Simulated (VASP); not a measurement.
# W16O (a cell with a defect) in VASP: notebook, part 2 of 2

VASP 6.6.1. Earlier steps stand in the parts before.

### 3 Single point, PBE

INCAR reads:

```
PREC = Accurate
ENCUT = 520
EDIFF = 1E-7
ISMEAR = -1
SIGMA = 0.1
LREAL = Auto
LASPH = True
NELM = 100
ALGO = Normal
ISIF = 2
LWAVE = False
LCHARG = False
GGA = PE
NBANDS = 129
```

KPOINTS reads:

```
regular mesh
0
Gamma
  3 3 3
```

POSCAR reads:

```
W16O
1.0
    6.3200000000      0.0000000000      0.0000000000
    0.0000000000      6.3200000000      0.0000000000
    0.0000000000      0.0000000000      6.3200000000
W O
16 1
Direct
    0.0011500000     -0.0057776899      0.0019637658
    0.4976183544     -0.0056585443      0.0019375000
    0.0001462025      0.4992792722      0.0008664557
   -0.0000207278     -0.0051802215      0.5006125000
    0.2493436709      0.2483370253      0.2480458861
    0.4986582278      0.4992075949      0.0008726266
    0.4988439873     -0.0050604430      0.5006310127
    0.7494295886      0.2426955696      0.2377950949
    0.0269373418      0.5112601266      0.4990259494
    0.2494457278      0.7555738924      0.2454175633
    0.2493028481      0.2475139241      0.7533802215
    0.4717294304      0.5111757911      0.4991308544
    0.7493262658      0.7545354430      0.2480784810
    0.7494381329      0.2345612342      0.7747164557
    0.2494007911      0.7545431962      0.7546270570
    0.7493395570      0.7539056962      0.7525083861
    0.7492824367      0.3921231013      0.5109574367
```

Potentials or basis: VASP PAW PBE potentials, release 64 (W_sv, O).

Command:

```
$ cat potpaw_PBE.64/W_sv/POTCAR potpaw_PBE.64/O/POTCAR > POTCAR
$ mpirun -np 1 vasp_std > vasp.out
```

OUTCAR:

```text
PREC = Accurate
   ENCUT = 520
   EDIFF = 1E-7
   ISMEAR = -1
   LREAL = Auto
   LASPH = True
   NELM = 100
   ISIF = 2
   GGA = PE

 ion  position               nearest neighbor table
   1  0.001  0.994  0.002-  14 2.63  10 2.67  15 2.68   8 2.69  13 2.69  16 2.71   5 2.73  11 2.74
                             3 3.13   2 3.14   4 3.15   4 3.17   2 3.18   3 3.19
   2  0.498  0.994  0.002-  14 2.63  10 2.67  15 2.68   8 2.69  13 2.69  16 2.71   5 2.73  11 2.74
                             6 3.13   1 3.14   7 3.15   7 3.17   1 3.18   6 3.19
   3  0.000  0.499  0.001-  14 2.71   8 2.72   5 2.73  11 2.73  10 2.74  15 2.74  13 2.75  16 2.75
                             1 3.13   6 3.15   9 3.15   6 3.17   9 3.18   1 3.19
   4  1.000  0.995  0.501-  16 2.71  13 2.71  15 2.71  10 2.72  11 2.75   5 2.76   8 2.78  14 2.79
                             9 3.06   1 3.15   7 3.15   7 3.17   1 3.17   9 3.27
   5  0.249  0.248  0.248-  12 2.69   9 2.69   3 2.73   6 2.73   2 2.73   1 2.73   4 2.76   7 2.76
                            10 3.11  11 3.13   8 3.16   8 3.16  11 3.19  10 3.21
   6  0.499  0.499  0.001-  14 2.71   8 2.72   5 2.73  11 2.73  10 2.74  15 2.74  13 2.75  16 2.75
                             2 3.13   3 3.15  12 3.15   3 3.17  12 3.18   2 3.19
   7  0.499  0.995  0.501-  16 2.71  13 2.71  15 2.71  10 2.72  11 2.75   5 2.76   8 2.78  14 2.79
                            12 3.06   2 3.15   4 3.15   4 3.17   2 3.17  12 3.27
   8  0.749  0.243  0.238-  17 1.97   2 2.69   1 2.69   6 2.72   3 2.72   7 2.78   4 2.78  14 2.93
                             9 2.95  12 2.95  13 3.09   5 3.16   5 3.16  13 3.24  14 3.39
   9  0.027  0.511  0.499-  17 1.91  10 2.63  15 2.64   5 2.69  11 2.71  12 2.81  13 2.82  16 2.83
                             8 2.95  14 3.03   4 3.06   3 3.15   3 3.18   4 3.27
  10  0.249  0.756  0.245-  12 2.63   9 2.63   1 2.67   2 2.67   4 2.72   7 2.72   6 2.74   3 2.74
                            15 3.10   5 3.11  13 3.16  13 3.16   5 3.21  15 3.22
  11  0.249  0.248  0.753-  12 2.71   9 2.71   3 2.73   6 2.73   1 2.74   2 2.74   4 2.75   7 2.75
                            15 3.12   5 3.13  14 3.16  14 3.16   5 3.19  15 3.20
  12  0.472  0.511  0.499-  17 1.91  10 2.63  15 2.64   5 2.69  11 2.71   9 2.81  13 2.82  16 2.83
                             8 2.95  14 3.03   7 3.06   6 3.15   6 3.18   7 3.27
  13  0.749  0.755  0.248-   1 2.69   2 2.69   7 2.71   4 2.71   6 2.75   3 2.75   9 2.82  12 2.82
                             8 3.09  16 3.13  10 3.16  10 3.16  16 3.19   8 3.24
  14  0.749  0.235  0.775-  17 1.94   2 2.63   1 2.63   3 2.71   6 2.71   7 2.79   4 2.79   8 2.93
[... 196 lines left out ...]
   NGX = 23   NGY = 23   NGZ = 23

 number of electron     229.9999997 magnetization

 Free energy of the ion-electron system (eV)
  ---------------------------------------------------
  ext. energy  EPLUGINS =         0.00000000
  ---------------------------------------------------
  free energy    TOTEN  =      -210.72684906 eV

  energy without entropy =     -210.45117602  energy(sigma->0) =     -210.58901254

 E-fermi :  11.8426     XC(G=0): -13.7759

 val. band max:       11.8326779327   @ k =   0.0000   0.0000   0.0000
 cond. band min:      11.8910575876   @ k =   0.0000   0.3333   0.0000
 fundamental gap:      0.0583796550
 Fermi energy:        11.8426104268

 k-point     1 :       0.0000    0.0000    0.0000
  band No.  band energies     occupation
      1     -62.4377      2.00000
      2     -62.3991      2.00000
      3     -62.3807      2.00000
      4     -62.3457      2.00000
      5     -62.2396      2.00000
      6     -62.1979      2.00000
[... 1809 lines left out ...]
    126      13.7796      0.00000
    127      13.7998      0.00000
 [bands above 127 left out]

------------------------ aborting loop because EDIFF is reached ----------------------------------------

  FORCE on cell =-STRESS in cart. coord.  units (eV):
  Direction    XX          YY          ZZ          XY          YZ          ZX
  --------------------------------------------------------------------------------------
  -------------------------------------------------------------------------------------
  Total       35.1286341     31.5378505     29.2951440     -0.0195587     -1.3153956     -0.0016343
  in kB      222.9567430    200.1665197    185.9323615     -0.1241365     -8.3486400     -0.0103727
  external PRESSURE =     203.0185414 kB  Pullay stress =       0.0000000 kB

 VOLUME and BASIS-vectors are now :
 -----------------------------------------------------------------------------
  energy-cutoff  :      520.00
  volume of cell :      252.44
      direct lattice vectors                 reciprocal lattice vectors
     6.320000000  0.000000000  0.000000000     0.158227848  0.000000000  0.000000000
     0.000000000  6.320000000  0.000000000     0.000000000  0.158227848  0.000000000
     0.000000000  0.000000000  6.320000000     0.000000000  0.000000000  0.158227848

 POSITION                                       TOTAL-FORCE (eV/Angst)
 -----------------------------------------------------------------------------------
      0.00727      6.28348      0.01241         0.022078      0.029494     -0.000686
      3.14495      6.28424      0.01224        -0.021111      0.017401      0.000384
      0.00092      3.15545      0.00548         0.022643      0.031269      0.013317
      6.31987      6.28726      3.16387        -0.003687      0.029708      0.029042
      1.57585      1.56949      1.56765         0.004287      0.042678      0.051590
      3.15152      3.15499      0.00552        -0.025463      0.038095      0.014267
[... 9 lines left out ...]
      4.73583      4.76468      4.75585         0.004142      0.044834      0.038655
      4.73546      2.47822      3.22925         0.023029     -0.408989     -0.307352
 -----------------------------------------------------------------------------------
    total drift:                                0.000153      0.000553     -0.000874

  FREE ENERGIE OF THE ION-ELECTRON SYSTEM (eV)
  ---------------------------------------------------
  free  energy   TOTEN  =      -210.7268490555 eV

  energy  without entropy=     -210.4511760227  energy(sigma->0) =     -210.58901254
```

OSZICAR:

```text
N       E                     dE             d eps       ncg     rms          rms(c)
DAV:   1     0.362018392807E+04    0.36202E+04   -0.12976E+05  3620   0.214E+03
DAV:   2     0.115268199385E+03   -0.35049E+04   -0.34479E+04  3612   0.724E+02
DAV:   3    -0.199638862818E+03   -0.31491E+03   -0.30005E+03  4082   0.185E+02
DAV:   4    -0.220784093554E+03   -0.21145E+02   -0.20420E+02  4304   0.377E+01
[... 11 lines left out ...]
DAV:  16    -0.210726850196E+03    0.27716E-05   -0.44123E-06  4344   0.106E-02    0.445E-03
DAV:  17    -0.210726849014E+03    0.11816E-05   -0.10331E-06  4160   0.589E-03    0.244E-03
DAV:  18    -0.210726848847E+03    0.16726E-06   -0.11639E-07  2296   0.204E-03    0.104E-03
DAV:  19    -0.210726849005E+03   -0.15801E-06   -0.53120E-08  2184   0.106E-03    0.343E-04
DAV:  20    -0.210726849055E+03   -0.50288E-07   -0.17883E-08  2184   0.580E-04
   1 F= -.21072685E+03 E0= -.21058901E+03  d E =-.275673E+00
```

Run time: 15 min. Hardware: 1 thread of Intel Xeon Platinum 8259CL at 2.50GHz (Skylake/Cascade Lake), shared host; peak memory 0.49 GiB.

Results:

```yaml
Free_energy: -210.7268 eV
Pressure: 20.3 GPa
Largest_force: 0.512 eV/Å
Band_gap_on_the_k_mesh: zero (bands 115 and 116 overlap by 0.10 eV)
```

Forces on the atoms (eV/Å):
```
W    0.022  0.029 -0.001
W   -0.021  0.017  0.000
W    0.023  0.031  0.013
W   -0.004  0.030  0.029
W    0.004  0.043  0.052
W   -0.025  0.038  0.014
W   -0.003  0.016  0.029
W   -0.004 -0.167 -0.317
W    0.052  0.082  0.089
W   -0.006  0.018  0.064
W    0.006  0.041  0.015
W   -0.068  0.095  0.081
W    0.005  0.001  0.063
W   -0.004  0.049  0.113
W   -0.004  0.040  0.023
W    0.004  0.045  0.039
O    0.023 -0.409 -0.307
```

Caveat: spin-orbit coupling is left out, which moves the levels of the heavy elements.

The gap in the log of VASP goes by the Fermi energy; the results here count the filled bands.